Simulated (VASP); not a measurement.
Here is a VASP 6.6.1 calculation.

INCAR

```
SYSTEM = GdO
ALGO = Normal ; EDIFF = 1E-7
ENCUT = 520 ; GGA = PS
ISIF = 2 ; ISMEAR = -1
ISPIN = 2 ; LASPH = .True.
LCHARG = .False. ; LMAXMIX = 6
LORBIT = 11 ; LREAL = .False.
LWAVE = .False. ; MAGMOM = 7 0
NBANDS = 23 ; NELM = 150
PREC = Accurate ; SIGMA = 0.05
```

File KPOINTS:

```
k-points
0
Gamma
  9 9 9
  0 0 0
```

Contents of POSCAR:

```
GdO
1.0
    0.0000000000      2.7000000000      2.7000000000
    2.7000000000      0.0000000000      2.7000000000
    2.7000000000      2.7000000000      0.0000000000
Gd O
1 1
Direct
    0.0000000000      0.0000000000      0.0000000000
    0.2500000000      0.2500000000      0.2500000000
```

Potentials or basis: VASP PAW PBE potentials, release 64 (Gd, O).

Launch:

```bash
$ cat potpaw_PBE.64/Gd/POTCAR potpaw_PBE.64/O/POTCAR > POTCAR
$ mpirun -np 1 vasp_std > vasp.out
```

Q: Predict the pressure.

A: -4.4 GPa.

Q: What does it give for the net moment?

A: 7.52 μB per cell.

Q: Estimate the site moments.

A: Gd +6.87; O -0.03 μB.

Caveat: the PAW data sets were made with another functional, which shifts forces and pressure a little; a cell with one magnetic atom can't hold antiferromagnetic order, which such compounds often take. The state reached can hang on the start; a lower one may exist.
